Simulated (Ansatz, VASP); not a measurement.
## One calculation of Si2Ni, two programs

The input INCAR:

```
SYSTEM = Si2Ni
PREC     = Accurate       ! precision mode
ENCUT    = 520            ! plane-wave cutoff, eV
EDIFF    = 1E-7           ! SCF threshold, eV
ISMEAR   = 0              ! smearing method
SIGMA    = 0.15           ! smearing width, eV
LREAL    = .FALSE.        ! projectors in reciprocal space
LASPH    = .TRUE.         ! aspherical terms in the spheres
NELM     = 100            ! most SCF steps
ALGO     = Normal         ! electronic algorithm
ISIF     = 2              ! what is computed and relaxed
LWAVE    = .FALSE.        ! write WAVECAR
LCHARG   = .TRUE.         ! write CHGCAR
GGA      = PS             ! functional
LELF     = .TRUE.         ! ELF
LVHAR    = .TRUE.       
NBANDS   = 16             ! bands
```

Contents of KPOINTS:

```
regular mesh
0
G
  16 16 16
  0 0 0
```

The input POSCAR:

```
Si2Ni
1.0
    0.0000000000      2.8035330382      2.4800484568
    2.8035330382      0.0000000000      2.4800484568
    2.8035330382      2.8035330382      0.0000000000
Si Ni
2 1
Direct
    0.2500000000      0.2500000000      0.2500000000
    0.7500000000      0.7500000000      0.7500000000
    0.0000000000      0.0000000000      0.0000000000
```

Input for Ansatz:

```yaml
crystal:
  lattice:
    - [0.0, 2.8035330382, 2.4800484568]
    - [2.8035330382, 0.0, 2.4800484568]
    - [2.8035330382, 2.8035330382, 0.0]
  atoms:
    - { symbol: Si, position: [0.25, 0.25, 0.25] }
    - { symbol: Si, position: [0.75, 0.75, 0.75] }
    - { symbol: Ni, position: [0.0, 0.0, 0.0] }
basis:
  ecutwfc: 420
kpoints:
  mp_grid: { grid: [16, 16, 16] }
hamiltonian:
  xc: pbesol
scf:
  occupations: { method: gaussian, width: 0.15 }
output:
  forces: true
  stress: true
  eigenvalues: true
```

Change from the starting cell: strain +0.040 along x and y, -0.080 along z, atoms carried along.

Alike in both runs: task single point; functional PBEsol; k mesh 16 × 16 × 16; occupations gaussian, width 0.15 eV; no spin polarisation.

```csv
,VASP,Ansatz
version,VASP 6.6.1,Ansatz 0.2.0
potentials or method,"VASP PAW PBE potentials, release 64 (Si, Ni), cutoff 520 eV","scalar-relativistic, plane waves, PAW"
valence electrons in the cell,18,26
```

VASP gave:

| Item | Value |
| --- | --- |
| gap on the k mesh at the Fermi level (eV) | none |
| pressure (GPa) | 0.9 |
| traceless stress, the component that is largest in VASP (GPa) | 6.29 |

Q: Which values does Ansatz return?

A: gap on the k mesh at the Fermi level (eV): none; pressure (GPa): 0.8; traceless stress, the component that is largest in VASP (GPa): 6.34.

VASP's potentials were made for PBE, not for PBEsol. A gap of «none» marks a metal or a gap that the smearing closes. With one functional, cell and mesh, what is left measures potentials, basis and numerics. VASP's potentials hold 18 valence electrons a cell and Ansatz's 26, so a difference there can come from the potentials and not from the codes.
